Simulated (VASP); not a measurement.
Runs of VASP 6.6.1 on CaSe. The structure is that of space group Fm-3m (No. 225), or close to it. The cells are those of the table. 

```csv
task,cell,k mesh,gap on the mesh (eV),pressure (GPa)
single point,"a = 4.180 Å, angles 60.0°, 2 atoms",5 × 5 × 5,2.14,1.4
single point,"a = 4.180 Å, angles 60.0°, 2 atoms",10 × 10 × 10,(c),1.3
electric field gradients,"a = 4.213, b = 4.213, c = 4.119 Å, angles 60.7, 60.7, 58.5°, 2 atoms",7 × 7 × 7,(a),1.6
single point,"a = 4.215 Å, angles 60.0°, 2 atoms",7 × 7 × 7,2.14,0.1
electric field gradients,"a = 4.110 Å, angles 60.0°, 2 atoms",7 × 7 × 7,1.95,4.4
electric field gradients,"a = 4.215 Å, angles 60.0°, 2 atoms",7 × 7 × 7,2.14,0.1
electric field gradients,"a = 4.249 Å, angles 60.0°, 2 atoms",7 × 7 × 7,(b),-1.0
single point,"a = 4.110 Å, angles 60.0°, 2 atoms",7 × 7 × 7,1.95,4.4
single point,"a = 4.180 Å, angles 60.0°, 2 atoms",7 × 7 × 7,2.08,1.3
single point,"a = 4.139 Å, angles 61.3°, 2 atoms",7 × 7 × 7,1.97,1.4
single point,"a = 4.180 Å, angles 60.0°, 2 atoms",2 × 2 × 2,1.83,4.7
```

Alike in all rows: level PBE; potentials or basis VASP PAW PBE potentials, release 64 (Ca_sv, Se); no spin polarisation; cutoff (eV) 520; smearing fermi-dirac 0.02 eV.

Task: Estimate the missing entries.

Result: (a) 2.07; (b) 2.19; (c) 2.02.

Caveats: some runs use coarse meshes.

A k mesh can miss the band edges, and the runs leave out spin-orbit coupling on Se.
